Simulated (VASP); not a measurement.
Here is a VASP 6.6.1 calculation.

Contents of INCAR:

```
ALGO = Normal
DIPOL = 0.5 0.5 0.382
EDIFF = 1E-6
ENCUT = 520
GGA = PE
IDIPOL = 3
ISIF = 2
ISMEAR = 0
IVDW = 12
LASPH = T
LCHARG = F
LDIPOL = T
LREAL = F
LWAVE = F
NBANDS = 18
NELM = 60
PREC = Accurate
SIGMA = 0.05
```

File KPOINTS:

```
k-points
0
Gamma
  9 9 1
```

Contents of POSCAR:

```
As
1.0
    3.5713380906      0.0000000000      0.0000000000
   -1.7856690453      3.0928695120      0.0000000000
    0.0000000000      0.0000000000     20.2952802043
As
4
Direct
    0.3333333333      0.6666666667      0.2905917062
    0.6666666667      0.3333333333      0.2217264287
    1.0000000000      0.3333333333      0.5427508314
    0.6666666667      0.6666666667      0.4738855539
```

Potentials or basis: VASP PAW PBE potentials, release 64 (As).

Command:

```bash
$ cat potpaw_PBE.64/As/POTCAR > POTCAR
$ mpirun -np 1 vasp_std > vasp.out
```

Estimate the band gap on the k mesh.

1.27 eV, indirect (least direct gap 1.76 eV).

What does it give for the largest force?

0.140 eV/Å.

Predict the dispersion energy per atom.

-0.258 eV.

Forces on the atoms (eV/Å):
```
As  -0.024  0.002  0.138
As  -0.011 -0.002 -0.073
As   0.011 -0.002  0.073
As   0.024  0.002 -0.138
```
